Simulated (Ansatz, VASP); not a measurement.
# One calculation of W3N4, two programs

```xyz
7
Lattice="4.5318 0.0000 0.0000 0.0000 4.5318 0.0000 0.0000 0.0000 4.5318" Properties=species:S:1:pos:R:3 pbc="T T T"
W     0.0000    0.0000    2.2659
W     0.0000    2.2659    0.0000
W     2.2659    0.0000    0.0000
N     1.1467    1.1467    1.1467
N     1.1467    3.3850    3.3850
N     3.3850    1.1467    3.3850
N     3.3850    3.3850    1.1467
```

Change from the starting cell: ordered vacancies on the cation sites of zinc blende (P-43m, No. 215).

Alike in both runs: functional PBE; k mesh 8 × 8 × 8; occupations gaussian, width 0.1 eV; no spin polarisation.

Ansatz relaxed the structure, and its values are those at the end. VASP's run is a single point on that final structure, the one shown.

```csv
,VASP,Ansatz
version,VASP 6.6.1,Ansatz 0.2.0
potentials or method,"VASP PAW PBE potentials, release 64 (W_sv, N_h), cutoff 910 eV","scalar-relativistic, plane waves, PAW"
valence electrons in the cell,62,62
```

|  | VASP | Ansatz | Ansatz less VASP |
| --- | --- | --- | --- |
| gap on the k mesh at the Fermi level (eV) | none | none | - |
| rms of the force components (eV/Å) | 0.042 | 0.000 | -0.0419 |

A gap of «none» marks a metal or a gap that the smearing closes. With one functional, cell and mesh, what is left measures potentials, basis and numerics.

Spin-orbit coupling is off throughout. Noted on VASP's run: the cutoff is short for stress, so the pressure is rough.
